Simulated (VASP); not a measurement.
# BN (P1) in VASP: single point with PBE

Aim: the single point of BN with PBE.

Program: VASP 6.6.1. These are calculated values, not measurements. Logs are shortened: lines on timing, memory, paths and dates and some standing lists are left out, and cuts for length are marked.

## Step 1: The cell of the first run

The typed cell holds 8 atoms: a = 4.985 Å, b = 2.492 Å, c = 6.620 Å, α = 90.00°, β = 90.00°, γ = 120.00°.

## Step 2: Single point, PBE

INCAR reads:

```
SYSTEM = BN
  PREC = Accurate
  ENCUT = 520
  EDIFF = 1E-6
  ISMEAR = 1
  SIGMA = 0.1
  LREAL = .False.
  LASPH = .True.
  NELM = 120
  ALGO = Normal
  ISIF = 2
  LWAVE = .False.
  LCHARG = .False.
  GGA = PE
  NBANDS = 26
  GGA_COMPAT = .False.
```

KPOINTS reads:

```
regular mesh
0
Gamma
  3 3 1
  0 0 0
```

POSCAR reads:

```
BN
1.0
    4.9846300000      0.0000000000      0.0000000000
   -1.2461580000      2.1584080000      0.0000000000
    0.0000000000      0.0000000000      6.6199620000
B N
4 4
Direct
    0.1647089891      0.6851999251      0.2545505548
    0.3395132670      0.2706944192      0.7659039433
    0.6591170145      0.6770693956      0.2428989774
    0.8358860874      0.3462802213      0.7578679455
    0.1672890536      0.5934600872      0.7828206567
    0.3340535708      0.3514557952      0.2454245206
    0.6670895968      0.6557963091      0.7341554226
    0.8293620490      0.3472031238      0.2462804167
```

Potentials or basis: VASP PAW PBE potentials, release 64 (B, N).

Command:

```console
$ cat potpaw_PBE.64/B/POTCAR potpaw_PBE.64/N/POTCAR > POTCAR
$ mpirun -np 1 vasp_std > vasp.out
```

OUTCAR:

```text
SYSTEM = BN
   PREC = Accurate
   ENCUT = 520
   EDIFF = 1E-6
   ISMEAR = 1
   LREAL = .False.
   LASPH = .True.
   NELM = 120
   ISIF = 2
   GGA = PE

 ion  position               nearest neighbor table
   1  0.165  0.685  0.255-   6 1.44   8 1.45   6 1.45
   2  0.340  0.271  0.766-   7 1.44   5 1.44   5 1.47
   3  0.659  0.677  0.243-   6 1.40   8 1.45   8 1.45
   4  0.836  0.346  0.758-   7 1.41   5 1.46   7 1.50
   5  0.167  0.593  0.783-   2 1.44   4 1.46   2 1.47
   6  0.334  0.351  0.245-   3 1.40   1 1.44   1 1.45
   7  0.667  0.656  0.734-   4 1.41   2 1.44   4 1.50
   8  0.829  0.347  0.246-   3 1.45   3 1.45   1 1.45

  Warning from LATTYP: Monoclinic adjustment (A1->A3, A2->A1, A3->A2)!
  LATTYP: Found a simple orthorhombic cell.
 ALAT       =     2.4923151597
 B/A-ratio  =     1.7320505019
 C/A-ratio  =     2.6561496343

  Lattice vectors:

 A1 = (   1.2461580000,  -2.1584080000,   0.0000000000)
 A2 = (   3.7384720000,   2.1584080000,   0.0000000000)
 A3 = (   0.0000000000,   0.0000000000,   6.6199620000)

Analysis of symmetry for initial positions (statically):
=====================================================================
 Subroutine PRICEL returns:
 Original cell was already a primitive cell.

 Routine SETGRP: Setting up the symmetry group for a
 simple orthorhombic supercell.

 Subroutine GETGRP returns: Found  1 space group operations
 (whereof  1 operations were pure point group operations)
 out of a pool of  8 trial point group operations.

The static configuration has the point symmetry C_1 .

Analysis of symmetry for dynamics (positions and initial velocities):
=====================================================================
 Subroutine PRICEL returns:
 Original cell was already a primitive cell.

 Routine SETGRP: Setting up the symmetry group for a
 simple orthorhombic supercell.

 Subroutine GETGRP returns: Found  1 space group operations
 (whereof  1 operations were pure point group operations)
 out of a pool of  8 trial point group operations.

The dynamic configuration has the point symmetry C_1 .

 Subroutine INISYM returns: Found  1 space group operations
 (whereof  1 operations are pure point group operations),
 and found     1 'primitive' translations

----------------------------------------------------------------------------------------

                                     Primitive cell

  volume of cell :      71.2233
[... 86 lines left out ...]
   NFREE  =      0    steps in history (QN), initial steepest desc. (CG)
   ISIF   =      2    stress and relaxation
   ISYM   =      2    0-nonsym 1-usesym 2-fastsym
   POTIM  = 0.5000    time-step for ionic-motion
   TEBEG  =    0.0;   TEEND  =   0.0 temperature during run
   PSTRESS=    0.0 pullay stress
   NELECT =      32.0000    total number of electrons
   NUPDOWN=      -1.0000    fix difference up-down
   EMIN   =  10.00;   EMAX   =-10.00  energy-range for DOS
   EFERMI =   0.00;   METHOD = LEGACY
   ISMEAR =     1;   SIGMA  =   0.10  broadening in eV -4-tet -1-fermi 0-gaus
   EFERMI_NEDOS =   21; number of points for ismear=-14 and -15
   IALGO  =     38    algorithm
   IMIX   =      4    mixing-type and parameters
     AMIX     =   0.40;   BMIX     =  1.00
     AMIX_MAG =   1.60;   BMIX_MAG =  1.00
  volume/ion in A,a.u.               =       8.90        60.08
  Fermi-wavevector in a.u.,A,eV,Ry     =   1.253865  2.369462 21.390778  1.572178
  Thomas-Fermi vector in A             =   2.387698
   LORBIT       =      0    0 simple, 1 ext, 2 COOP (PROOUT), +10 PAW based schemes
   GGA     = PE    functional components
   LHFCALC =     F    Hartree Fock is set to
   AEXX    =    0.0000 exact exchange contribution
   IVDW    =     0    specifies the selected vdW correction
   LEPSILON=     F    determine dielectric tensor
   LRPA    =     F    only Hartree local field effects (RPA)
 non-spin polarized calculation
 Methfessel and Paxton  Order N= 1 SIGMA  =   0.10
  energy-cutoff  :      520.00
  volume of cell :       71.22
 maximum number of plane-waves:      1941
 NGX is ok and might be reduce to    40
   NGX = 19   NGY =  9   NGZ = 25

 number of electron      32.0000003 magnetization

 Free energy of the ion-electron system (eV)
  ---------------------------------------------------
  ext. energy  EPLUGINS =         0.00000000
  ---------------------------------------------------
  free energy    TOTEN  =       -69.45598592 eV

  energy without entropy =      -69.45728394  energy(sigma->0) =      -69.45641859

 E-fermi :   2.5067     XC(G=0): -10.1123

 val. band max:        2.4225059697   @ k =  -0.3333   0.3333   0.0000
 cond. band min:       6.6194191215   @ k =   0.0000   0.0000   0.0000
 fundamental gap:      4.1969131518
 Fermi energy:         2.5066520263

 k-point     1 :       0.0000    0.0000    0.0000
  band No.  band energies     occupation
      1     -15.4435      2.00000
      2     -15.1279      2.00000
      3     -12.2377      2.00000
      4     -12.1346      2.00000
      5      -6.5178      2.00000
      6      -6.4157      2.00000
[... 134 lines left out ...]
     25      15.5420      0.00000
     26      15.7959      0.00000

------------------------ aborting loop because EDIFF is reached ----------------------------------------

  FORCE on cell =-STRESS in cart. coord.  units (eV):
  Direction    XX          YY          ZZ          XY          YZ          ZX
  --------------------------------------------------------------------------------------
  -------------------------------------------------------------------------------------
  Total        3.9890472      2.0264551      2.4007640      0.0705140      0.1274800     -0.1821965
  in kB       89.7341590     45.5853832     54.0055122      1.5862216      2.8676790     -4.0985352
  external PRESSURE =      63.1083515 kB  Pullay stress =       0.0000000 kB

 VOLUME and BASIS-vectors are now :
 -----------------------------------------------------------------------------
  energy-cutoff  :      520.00
  volume of cell :       71.22
      direct lattice vectors                 reciprocal lattice vectors
     4.984630000  0.000000000  0.000000000     0.200616696  0.115826155  0.000000000
    -1.246158000  2.158408000  0.000000000     0.000000000  0.463304435  0.000000000
     0.000000000  0.000000000  6.619962000     0.000000000  0.000000000  0.151058269

 POSITION                                       TOTAL-FORCE (eV/Angst)
 -----------------------------------------------------------------------------------
     -0.03285      1.47894      1.68511         0.121711     -0.273149     -0.930668
      1.35502      0.58427      5.07026        -1.110314     -0.350650      0.020727
      2.44172      1.46139      1.60798         1.543127      0.875444      0.452985
      3.73506      0.74741      5.01706         1.479383     -2.584055     -0.561613
      0.09433      1.28093      5.18224        -0.549490      2.048471     -0.670628
      1.22716      0.75859      1.62470        -1.563138     -0.633857      0.554418
      2.50797      1.41548      4.86008         0.127705      0.913353      1.086503
      3.70139      0.74941      1.63037        -0.048985      0.004442      0.048275
 -----------------------------------------------------------------------------------
    total drift:                               -0.000123      0.000014     -0.000059

  FREE ENERGIE OF THE ION-ELECTRON SYSTEM (eV)
  ---------------------------------------------------
  free  energy   TOTEN  =       -69.4559859223 eV

  energy  without entropy=      -69.4572839400  energy(sigma->0) =      -69.45641859
```

OSZICAR:

```text
N       E                     dE             d eps       ncg     rms          rms(c)
DAV:   1     0.128684930908E+03    0.12868E+03   -0.16485E+04   260   0.115E+03
DAV:   2    -0.672809561910E+02   -0.19597E+03   -0.18244E+03   332   0.272E+02
DAV:   3    -0.767163503565E+02   -0.94354E+01   -0.93697E+01   344   0.599E+01
DAV:   4    -0.768226206165E+02   -0.10627E+00   -0.10615E+00   320   0.684E+00
DAV:   5    -0.768242073776E+02   -0.15868E-02   -0.15862E-02   344   0.802E-01    0.161E+01
DAV:   6    -0.702198949247E+02    0.66043E+01   -0.15091E+01   298   0.219E+01    0.723E+00
DAV:   7    -0.696140296008E+02    0.60587E+00   -0.10445E+00   328   0.602E+00    0.447E+00
DAV:   8    -0.694575279227E+02    0.15650E+00   -0.53185E-01   316   0.388E+00    0.528E-01
DAV:   9    -0.694537571469E+02    0.37708E-02   -0.24008E-02   320   0.960E-01    0.279E-01
DAV:  10    -0.694557332409E+02   -0.19761E-02   -0.26253E-03   306   0.311E-01    0.552E-02
DAV:  11    -0.694559260333E+02   -0.19279E-03   -0.22726E-04   328   0.946E-02    0.367E-02
DAV:  12    -0.694559795595E+02   -0.53526E-04   -0.50050E-05   300   0.423E-02    0.913E-03
DAV:  13    -0.694559856484E+02   -0.60889E-05   -0.60279E-06   312   0.140E-02    0.161E-03
DAV:  14    -0.694559859223E+02   -0.27397E-06   -0.36020E-07   258   0.435E-03
   1 F= -.69455986E+02 E0= -.69456419E+02  d E =0.129802E-02
```

Run time: 12 s. Hardware: 1 thread of Intel Xeon Platinum 8259CL at 2.50GHz (Skylake/Cascade Lake), shared host; peak memory 0.18 GiB.

Results:

```
Free energy            : -69.4560 eV
Pressure               : 6.3 GPa
Largest force          : 3.030 eV/Å
Band gap on the k mesh : 4.20 eV (least direct gap 4.58 eV)
```

Forces on the atoms (eV/Å):
```
B    0.122 -0.273 -0.931
B   -1.110 -0.351  0.021
B    1.543  0.875  0.453
B    1.479 -2.584 -0.562
N   -0.549  2.048 -0.671
N   -1.563 -0.634  0.554
N    0.128  0.913  1.087
N   -0.049  0.004  0.048
```

Stress tensor (GPa, compression positive):
```
 8.97  0.16 -0.41
 0.16  4.56  0.29
-0.41  0.29  5.40
```

Caveat: the k points lie up to 0.95 Å⁻¹ apart; an odd mesh through Γ misses points on the zone boundary, where band edges can lie; forces of over 1 eV/Å act on the atoms, so gaps and moduli don't describe the material at rest. PBE gaps usually lie below the measured ones, often by a third to a half.
